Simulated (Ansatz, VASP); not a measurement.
## One calculation of Te, two programs

The input INCAR:

```
PREC = Accurate ; ENCUT = 520
EDIFF = 1E-6 ; ISMEAR = 0
SIGMA = 0.15 ; LREAL = F
LASPH = T ; NELM = 60
ALGO = Normal ; ISIF = 2
LWAVE = F ; LCHARG = F
GGA = PE ; NBANDS = 9
```

Contents of KPOINTS:

```
regular mesh
0
Gamma
  15 15 15
```

The input POSCAR:

```
Te
1.0
    2.1541785760      1.2437155807      1.8718375706
   -2.1541785760      1.2437155807      1.8718375706
    0.0000000000     -2.4874311614      1.8718375706
Te
1
Direct
    0.5000000000      0.5000000000      0.5000000000
```

Input for Ansatz:

```yaml
crystal:
  lattice:
    - [2.154178576, 1.2437155807, 1.8718375706]
    - [-2.154178576, 1.2437155807, 1.8718375706]
    - [0.0, -2.4874311614, 1.8718375706]
  atoms:
    - { symbol: Te, position: [0.5, 0.5, 0.5] }
basis:
  ecutwfc: 420
kpoints:
  mp_grid: { grid: [15, 15, 15] }
hamiltonian:
  xc: pbe
scf:
  occupations: { method: gaussian, width: 0.15 }
output:
  forces: true
  stress: true
  eigenvalues: true
```

Alike in both runs: task single point; functional PBE; k mesh 15 × 15 × 15; occupations gaussian, width 0.15 eV; no spin polarisation.

```csv
,VASP,Ansatz
version,VASP 6.6.1,Ansatz 0.2.0
potentials or method,"VASP PAW PBE potentials, release 64 (Te), cutoff 520 eV","scalar-relativistic, plane waves, PAW"
valence electrons in the cell,6,16
```

|  | VASP | Ansatz | Ansatz less VASP |
| --- | --- | --- | --- |
| gap on the k mesh at the Fermi level (eV) | none | none | - |
| pressure (GPa) | 5.0 | 5.0 | +0.03 |
| traceless stress, the component that is largest in VASP (GPa) | 0.07 | 0.07 | -0.004 |

A gap of «none» marks a metal or a gap that the smearing closes. With one functional, cell and mesh, what is left measures potentials, basis and numerics. VASP's potentials hold 6 valence electrons a cell and Ansatz's 16, so a difference there can come from the potentials and not from the codes.

Spin-orbit coupling is off throughout.
